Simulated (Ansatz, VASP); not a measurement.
One calculation of Te, two programs

```
Te
1.0
     3.33356    0.00000    0.00000
     0.00000    3.33356    0.00000
     0.00000    0.00000    2.98138
Te
1
Cartesian
  0.0000 0.0000 0.0000
```

Alike in both runs: task relaxation of cell and atoms; functional PBE; k mesh 16 × 16 × 18; occupations gaussian, width 0.1 eV; no spin polarisation.

|  | VASP | Ansatz |
| --- | --- | --- |
| version | VASP 6.6.1 | Ansatz 0.2.0 |
| potentials or method | VASP PAW PBE potentials, release 64 (Te), cutoff 600 eV | scalar-relativistic, plane waves, PAW |
| valence electrons in the cell | 6 | 16 |

VASP gave:

| Item | Value |
| --- | --- |
| gap on the k mesh at the Fermi level, each at its own relaxed structure (eV) | none |
| relaxed volume (Å³/atom) | 32.75 |
| relaxed cell length with the largest relative difference (Å) | 3.172 |

Task: Estimate Ansatz's values.

Result: gap on the k mesh at the Fermi level, each at its own relaxed structure (eV): none; relaxed volume (Å³/atom): 32.78; relaxed cell length with the largest relative difference (Å): 3.174.

A gap of «none» marks a metal or a gap that the smearing closes. VASP's potentials hold 6 valence electrons a cell and Ansatz's 16, so a difference there can come from the potentials and not from the codes.

Neither program's run includes spin-orbit coupling.
